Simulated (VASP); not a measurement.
Set up this calculation in VASP 6.6.1, as the native input.

```yaml
Task: single point
Functional: LDA
Potentials_or_basis: VASP PAW LDA potentials, release 64 (Cu)
Cutoff: 520 eV
k_mesh: 19 × 19 × 19
Occupations: fermi-dirac, width 0.08 eV
Spin: no spin polarisation
Dipole_correction: no
Further_INCAR_settings: ALGO = Normal; EDIFF = 1e-06; NBANDS = 12
```

The structure of Cu lies in POSCAR:

```
Cu
1.0
   -1.2702896842      1.2702896842      1.2702896842
    1.2702896842     -1.2702896842      1.2702896842
    1.2702896842      1.2702896842     -1.2702896842
Cu
1
Direct
    0.0000000000      0.0000000000      0.0000000000
```

This cell differs from its parent crystal: volume scaled by 0.75.

The input as run:

INCAR

```
SYSTEM = Cu
PREC = Accurate ; ENCUT = 520
EDIFF = 1E-6 ; ISMEAR = -1
SIGMA = 0.08 ; LREAL = .False.
LASPH = .True. ; NELM = 60
ALGO = Normal ; ISIF = 2
LWAVE = .False. ; LCHARG = .False.
NBANDS = 12
```

KPOINTS

```
regular mesh
0
Gamma
  19 19 19
  0 0 0
```

Potentials or basis: VASP PAW LDA potentials, release 64 (Cu).

Command:

```console
$ cat potpaw_LDA.64/Cu/POTCAR > POTCAR
$ mpirun -np 1 vasp_std > vasp.out
```

It gave:

The pressure is 110.5 GPa.

Run time: 4.8 s on 1 thread of Intel(R) Xeon(R) 6975P-C (Granite Rapids), on a shared host, peak memory 0.12 GiB.
